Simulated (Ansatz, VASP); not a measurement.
# GaP in VASP and in Ansatz

The input INCAR:

```
ALGO     = Normal         # electronic algorithm
EDIFF    = 1E-6           # SCF threshold, eV
ENCUT    = 520            # plane-wave cutoff, eV
GGA      = PE             # functional
ISIF     = 2              # what is computed and relaxed
ISMEAR   = 0              # smearing method
LASPH    = T              # aspherical terms in the spheres
LCHARG   = F              # write CHGCAR
LREAL    = F              # projectors in reciprocal space
LWAVE    = F              # write WAVECAR
NBANDS   = 16             # bands
NELM     = 100            # most SCF steps
PREC     = Accurate       # precision mode
SIGMA    = 0.05           # smearing width, eV
```

KPOINTS

```
k-points
0
Gamma
  10 10 10
```

Contents of POSCAR:

```
GaP
1.0
    0.0000000000      2.7158717138      2.7158717138
    2.7158717138      0.0000000000      2.7158717138
    2.7158717138      2.7158717138      0.0000000000
Ga P
1 1
Direct
    0.0000000000      0.0000000000      0.0000000000
    0.7500000000      0.7500000000      0.7500000000
```

Input for Ansatz:

```yaml
crystal:
  lattice:
    - [0.0, 2.7158717186, 2.7158717186]
    - [2.7158717186, 0.0, 2.7158717186]
    - [2.7158717186, 2.7158717186, 0.0]
  atoms:
    - { symbol: Ga, position: [0.0, 0.0, 0.0] }
    - { symbol: P, position: [0.75, 0.75, 0.75] }
basis:
  ecutwfc: 420
  ecutrho_ratio: 4
kpoints:
  mp_grid: { grid: [10, 10, 10] }
hamiltonian:
  xc: pbe
scf:
  occupations: { method: gaussian, width: 0.05 }
output:
  forces: true
  stress: true
  eigenvalues: true
```

Alike in both runs: task single point; functional PBE; k mesh 10 × 10 × 10; occupations gaussian, width 0.05 eV; no spin polarisation.

```csv
,VASP,Ansatz
version,VASP 6.6.1,Ansatz 0.2.0
potentials or method,"VASP PAW PBE potentials, release 64 (Ga_d, P), cutoff 520 eV","scalar-relativistic, plane waves, PAW"
valence electrons in the cell,18,18
```

|  | VASP | Ansatz | Ansatz less VASP |
| --- | --- | --- | --- |
| gap on the k mesh at the Fermi level (eV) | 1.59 | 1.59 | 0.000 |
| least direct gap on the mesh (eV) | 1.91 | 1.91 | +0.002 |
| pressure (GPa) | 3.3 | 3.4 | +0.09 |
